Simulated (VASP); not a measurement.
# PbSe (Pm-3m) in VASP: single point with r2SCAN

Aim: the single point of PbSe with r2SCAN.

Program: VASP 6.6.1. These are calculated values, not measurements. Logs are shortened: lines on timing, memory, paths and dates and some standing lists are left out, and cuts for length are marked.

### Step 1. The cell of the first run

It takes space group Pm-3m (No. 221, cubic). The conventional cell has a = 3.784 Å, b = 3.784 Å, c = 3.784 Å, α = 90.00°, β = 90.00°, γ = 90.00°. Pb (site symmetry m-3m) has 8 Se at 3.28 Å and 6 Pb at 3.78 Å within 4.3 Å. Within 4.3 Å of Se (site symmetry m-3m) lie 8 Pb at 3.28 Å and 6 Se at 3.78 Å.

### Step 2. Single point, r2SCAN

Input file POSCAR:

```
PbSe
1.0
    3.7843220000      0.0000000000      0.0000000000
    0.0000000000      3.7843220000      0.0000000000
    0.0000000000      0.0000000000      3.7843220000
Pb Se
1 1
Direct
    0.0000000000      0.0000000000      0.0000000000
    0.5000000000      0.5000000000      0.5000000000
```

Input file INCAR.step1:

```
  ALGO = Normal
  EDIFF = 1E-4
  ENCUT = 520
  GGA = PE
  ISMEAR = 0
  LASPH = T
  LCHARG = F
  LREAL = F
  LWAVE = T
  NBANDS = 17
  NELM = 80
  PREC = Accurate
  SIGMA = 0.01
```

Input file INCAR.step2:

```
  ALGO = Normal
  EDIFF = 1E-6
  ENCUT = 520
  ISIF = 2
  ISMEAR = 0
  ISTART = 1
  LASPH = T
  LCHARG = F
  LMIXTAU = T
  LREAL = F
  LWAVE = F
  METAGGA = R2SCAN
  NBANDS = 17
  NELM = 80
  PREC = Accurate
  SIGMA = 0.01
```

Input file KPOINTS:

```
k-points
0
Gamma
  5 5 5
```

Potentials or basis: VASP PAW PBE potentials, release 64 (Pb_d, Se).

Run with:

```bash
> cat potpaw_PBE.64/Pb_d/POTCAR potpaw_PBE.64/Se/POTCAR > POTCAR
> cp INCAR.step1 INCAR
> mpirun -np 1 vasp_std > vasp.out
> cp INCAR.step2 INCAR
> mpirun -np 1 vasp_std > vasp.out
```

OUTCAR:

```text
EDIFF = 1E-6
   ENCUT = 520
   ISIF = 2
   ISMEAR = 0
   ISTART = 1
   LASPH = T
   LREAL = F
   METAGGA = R2SCAN
   NELM = 80
   PREC = Accurate

 ion  position               nearest neighbor table
   1  0.000  0.000  0.000-   2 3.28   2 3.28   2 3.28   2 3.28   2 3.28   2 3.28   2 3.28   2 3.28

   2  0.500  0.500  0.500-   1 3.28   1 3.28   1 3.28   1 3.28   1 3.28   1 3.28   1 3.28   1 3.28

  LATTYP: Found a simple cubic cell.
 ALAT       =     3.7843220000

  Lattice vectors:

 A1 = (   3.7843220000,   0.0000000000,   0.0000000000)
 A2 = (   0.0000000000,   3.7843220000,   0.0000000000)
 A3 = (   0.0000000000,   0.0000000000,   3.7843220000)

Analysis of symmetry for initial positions (statically):
=====================================================================
 Subroutine PRICEL returns:
 Original cell was already a primitive cell.

 Routine SETGRP: Setting up the symmetry group for a
 simple cubic supercell.

 Subroutine GETGRP returns: Found 48 space group operations
 (whereof 48 operations were pure point group operations)
 out of a pool of 48 trial point group operations.

The static configuration has the point symmetry O_h .

Analysis of symmetry for dynamics (positions and initial velocities):
=====================================================================
 Subroutine PRICEL returns:
 Original cell was already a primitive cell.

 Routine SETGRP: Setting up the symmetry group for a
 simple cubic supercell.

 Subroutine GETGRP returns: Found 48 space group operations
 (whereof 48 operations were pure point group operations)
 out of a pool of 48 trial point group operations.

The dynamic configuration has the point symmetry O_h .

 Subroutine INISYM returns: Found 48 space group operations
 (whereof 48 operations are pure point group operations),
 and found     1 'primitive' translations

----------------------------------------------------------------------------------------

                                     Primitive cell

  volume of cell :      54.1956

  direct lattice vectors                    reciprocal lattice vectors
     3.784322000  0.000000000  0.000000000     0.264248127  0.000000000  0.000000000
     0.000000000  3.784322000  0.000000000     0.000000000  0.264248127  0.000000000
[... 64 lines left out ...]
   ISPIN  =      1    spin polarized calculation?
   LNONCOLLINEAR =      F non collinear calculations
   LSORBIT =      F    spin-orbit coupling
   LASPH  =      T    aspherical Exc in radial PAW
   ENCUT  =  520.0 eV  38.22 Ry    6.18 a.u.   7.04  7.04  7.04*2*pi/ulx,y,z
   NELM   =     80;   NELMIN=  2; NELMDL=  0     # of ELM steps
   EDIFF  = 0.1E-05   stopping-criterion for ELM
   LREAL  =      F    real-space projection
   EDIFFG = 0.1E-04   stopping-criterion for IOM
   NSW    =      0    number of steps for IOM
   IBRION =     -1    ionic relax: 0-MD 1-quasi-New 2-CG
   NFREE  =      0    steps in history (QN), initial steepest desc. (CG)
   ISIF   =      2    stress and relaxation
   ISYM   =      2    0-nonsym 1-usesym 2-fastsym
   POTIM  = 0.5000    time-step for ionic-motion
   TEBEG  =    0.0;   TEEND  =   0.0 temperature during run
   PSTRESS=    0.0 pullay stress
   NELECT =      20.0000    total number of electrons
   NUPDOWN=      -1.0000    fix difference up-down
   EMIN   =  10.00;   EMAX   =-10.00  energy-range for DOS
   EFERMI =   0.00;   METHOD = LEGACY
   ISMEAR =     0;   SIGMA  =   0.01  broadening in eV -4-tet -1-fermi 0-gaus
   EFERMI_NEDOS =   21; number of points for ismear=-14 and -15
   IALGO  =     38    algorithm
   IMIX   =      4    mixing-type and parameters
     AMIX     =   0.40;   BMIX     =  1.00
     AMIX_MAG =   1.60;   BMIX_MAG =  1.00
  volume/ion in A,a.u.               =      27.10       182.87
  Fermi-wavevector in a.u.,A,eV,Ry     =   1.174258  2.219025 18.760817  1.378881
  Thomas-Fermi vector in A             =   2.310658
   LORBIT       =      0    0 simple, 1 ext, 2 COOP (PROOUT), +10 PAW based schemes
   METAGGA = R2SCAN    functional components
   LHFCALC =     F    Hartree Fock is set to
   AEXX    =    0.0000 exact exchange contribution
   IVDW    =     0    specifies the selected vdW correction
   LEPSILON=     F    determine dielectric tensor
   LRPA    =     F    only Hartree local field effects (RPA)
 non-spin polarized calculation
 Gauss-broadening in eV      SIGMA  =   0.01
  energy-cutoff  :      520.00
  volume of cell :       54.20
 maximum number of plane-waves:      1472
   NGX = 15   NGY = 15   NGZ = 15

 number of electron      20.0000009 magnetization

 Free energy of the ion-electron system (eV)
  ---------------------------------------------------
  ext. energy  EPLUGINS =         0.00000000
  ---------------------------------------------------
  free energy    TOTEN  =       -71.40115283 eV

  energy without entropy =      -71.40115283  energy(sigma->0) =      -71.40115283

 E-fermi :   5.1451     XC(G=0): -10.4489

 val. band max:        5.0951041304   @ k =   0.4000   0.4000   0.0000
 cond. band min:       5.5751411687   @ k =   0.4000   0.4000   0.4000
 fundamental gap:      0.4800370383
 Fermi energy:         5.1450560780

 k-point     1 :       0.0000    0.0000    0.0000
  band No.  band energies     occupation
      1     -12.4881      2.00000
      2     -12.4881      2.00000
      3     -12.3355      2.00000
      4     -12.3355      2.00000
      5     -12.3355      2.00000
      6      -8.4682      2.00000
[... 177 lines left out ...]
      4     -12.3184      2.00000
      5     -12.3184      2.00000
      6      -6.5362      2.00000
[... 9 lines left out ...]
     16      18.5446      0.00000
     17      22.1433      0.00000

------------------------ aborting loop because EDIFF is reached ----------------------------------------

  FORCE on cell =-STRESS in cart. coord.  units (eV):
  Direction    XX          YY          ZZ          XY          YZ          ZX
  --------------------------------------------------------------------------------------
  -------------------------------------------------------------------------------------
  Total       -0.1920117     -0.1920117     -0.1920117     -0.0000000     -0.0000000     -0.0000000
  in kB       -5.6764144     -5.6764144     -5.6764144     -0.0000000     -0.0000000     -0.0000000
  external PRESSURE =      -5.6764144 kB  Pullay stress =       0.0000000 kB

 VOLUME and BASIS-vectors are now :
 -----------------------------------------------------------------------------
  energy-cutoff  :      520.00
  volume of cell :       54.20
      direct lattice vectors                 reciprocal lattice vectors
     3.784322000  0.000000000  0.000000000     0.264248127  0.000000000  0.000000000
     0.000000000  3.784322000  0.000000000     0.000000000  0.264248127  0.000000000
     0.000000000  0.000000000  3.784322000     0.000000000  0.000000000  0.264248127

 POSITION                                       TOTAL-FORCE (eV/Angst)
 -----------------------------------------------------------------------------------
      0.00000      0.00000      0.00000         0.000000      0.000000      0.000000
      1.89216      1.89216      1.89216         0.000000      0.000000      0.000000
 -----------------------------------------------------------------------------------
    total drift:                                0.000000      0.000000      0.000000

  FREE ENERGIE OF THE ION-ELECTRON SYSTEM (eV)
  ---------------------------------------------------
  free  energy   TOTEN  =       -71.4011528283 eV

  energy  without entropy=      -71.4011528283  energy(sigma->0) =      -71.40115283
```

OUTCAR.step1:

```text
EDIFF = 1E-4
   ENCUT = 520
   GGA = PE
   ISMEAR = 0
   LASPH = T
[... 404 lines left out ...]
 -----------------------------------------------------------------------------------
      0.00000      0.00000      0.00000         0.000000      0.000000      0.000000
      1.89216      1.89216      1.89216         0.000000      0.000000      0.000000
 -----------------------------------------------------------------------------------
    total drift:                               -0.000000      0.000000      0.000000

  FREE ENERGIE OF THE ION-ELECTRON SYSTEM (eV)
  ---------------------------------------------------
  free  energy   TOTEN  =        -7.6968344476 eV

  energy  without entropy=       -7.6968344476  energy(sigma->0) =       -7.69683445
```

OSZICAR.step1:

```text
N       E                     dE             d eps       ncg     rms          rms(c)
DAV:   1     0.153386521678E+03    0.15339E+03   -0.94621E+03   340   0.120E+03
DAV:   2     0.242132787594E+01   -0.15097E+03   -0.14506E+03   364   0.303E+02
DAV:   3    -0.794258996328E+01   -0.10364E+02   -0.10178E+02   463   0.843E+01
DAV:   4    -0.815857946146E+01   -0.21599E+00   -0.21588E+00   416   0.139E+01
DAV:   5    -0.816686963639E+01   -0.82902E-02   -0.82899E-02   483   0.255E+00    0.289E+00
DAV:   6    -0.771028295775E+01    0.45659E+00   -0.10927E+00   484   0.697E+00    0.156E+00
DAV:   7    -0.769759628013E+01    0.12687E-01   -0.14885E-01   413   0.178E+00    0.863E-01
DAV:   8    -0.769752894078E+01    0.67339E-04   -0.17462E-02   444   0.132E+00    0.150E-01
DAV:   9    -0.769689775286E+01    0.63119E-03   -0.60580E-03   469   0.578E-01    0.621E-02
DAV:  10    -0.769683444757E+01    0.63305E-04   -0.51503E-04   443   0.141E-01
   1 F= -.76968344E+01 E0= -.76968344E+01  d E =-.124628E-15
```

Wall time 19 s (1 thread of AMD EPYC 9R45 (Zen 5), shared host); peak memory 0.13 GiB.

What came out:

| Property | Result |
| --- | --- |
| Free energy | -71.4012 eV |
| Pressure | -0.6 GPa |
| Band gap on the k mesh | 0.48 eV, indirect (least direct gap 1.71 eV) |

Caveat: the PAW data sets were made with another functional, which shifts forces and pressure a little; spin-orbit coupling is left out, which moves the levels of the heavy elements. A k mesh can miss the band edges.
